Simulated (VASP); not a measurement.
Set up this calculation in VASP 6.6.1, as the native input.

```
Task                   : single point
Functional             : PBE
Potentials or basis    : VASP PAW PBE potentials, release 64 (Sr_sv, Ta_pv)
Cutoff                 : 520 eV
k mesh                 : 10 × 10 × 10
Occupations            : gaussian, width 0.1 eV
Spin                   : no spin polarisation
Dipole correction      : no
Further INCAR settings : ALGO = Fast; EDIFF = 1e-06; NBANDS = 28
```

The structure of Sr3Ta lies in POSCAR:

```
Sr3Ta
1.0
    5.2812709603      0.0000000000      0.0000000000
    0.0000000000      5.2812709603      0.0000000000
    0.0000000000      0.0000000000      5.2812709603
Sr Ta
3 1
Direct
    0.0000000000      0.5000000000      0.5000000000
    0.5000000000      0.0000000000      0.5000000000
    0.5000000000      0.5000000000      0.0000000000
    0.0000000000      0.0000000000      0.0000000000
```

The input as run:

INCAR

```
ALGO = Fast
EDIFF = 1E-6
ENCUT = 520
GGA = PE
ISIF = 2
ISMEAR = 0
LASPH = True
LCHARG = True
LELF = True
LREAL = False
LVHAR = True
LWAVE = False
NBANDS = 28
NELM = 60
PREC = Accurate
SIGMA = 0.1
```

KPOINTS

```
k-points
0
Gamma
  10 10 10
```

Potentials or basis: VASP PAW PBE potentials, release 64 (Sr_sv, Ta_pv).

Command:

```sh
$ cat potpaw_PBE.64/Sr_sv/POTCAR potpaw_PBE.64/Ta_pv/POTCAR > POTCAR
$ mpirun -np 1 vasp_std > vasp.out
```

Results of the run:

```yaml
Pressure: 0.1 GPa
Band_gap_on_the_k_mesh: zero (an odd number of electrons rules out a gap without spin polarisation)
```

Caveat: spin-orbit coupling is left out, which moves the levels of the heavy elements.

Wall time 6.3 min on 1 thread of Oxide Virtual Turin-like Processor, on a shared host, peak memory 0.34 GiB.
